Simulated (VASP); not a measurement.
Write the native input for VASP 6.6.1 that does the following.

| Property | Result |
| --- | --- |
| Task | single point |
| Functional | PBE |
| Potentials or basis | VASP PAW PBE potentials, release 64 (Si, C) |
| Cutoff | 520 eV |
| k mesh | 17 × 17 × 17 |
| Occupations | fermi-dirac, width 0.1 eV |
| Spin | no spin polarisation |
| Dipole correction | no |
| Further INCAR settings | ALGO = Normal; EDIFF = 1e-07; NBANDS = 11 |

The structure of SiC (zincblende type) lies in POSCAR:

```
SiC
1.0
    0.0000000000      1.9965571923      1.9965571923
    1.9965571923      0.0000000000      1.9965571923
    1.9965571923      1.9965571923      0.0000000000
Si C
1 1
Direct
    0.0000000000      0.0000000000      0.0000000000
    0.2500000000      0.2500000000      0.2500000000
```

The input as run:

INCAR

```
PREC = Accurate
ENCUT = 520
EDIFF = 1E-7
ISMEAR = -1
SIGMA = 0.1
LREAL = False
LASPH = True
NELM = 60
ALGO = Normal
ISIF = 2
LWAVE = False
LCHARG = False
GGA = PE
NBANDS = 11
```

KPOINTS

```
Automatic mesh
0
Gamma
  17 17 17
```

Potentials or basis: VASP PAW PBE potentials, release 64 (Si, C).

Command:

```sh
$ cat potpaw_PBE.64/Si/POTCAR potpaw_PBE.64/C/POTCAR > POTCAR
$ mpirun -np 1 vasp_std > vasp.out
```

It gave:

```json
{
  "Pressure": "99.7 GPa",
  "Band gap on the k mesh": "1.12 eV, indirect (least direct gap 4.77 eV)"
}
```

It took 56 s on 1 thread of AMD EPYC 7R13, with other jobs on the host, peak memory 0.12 GiB.
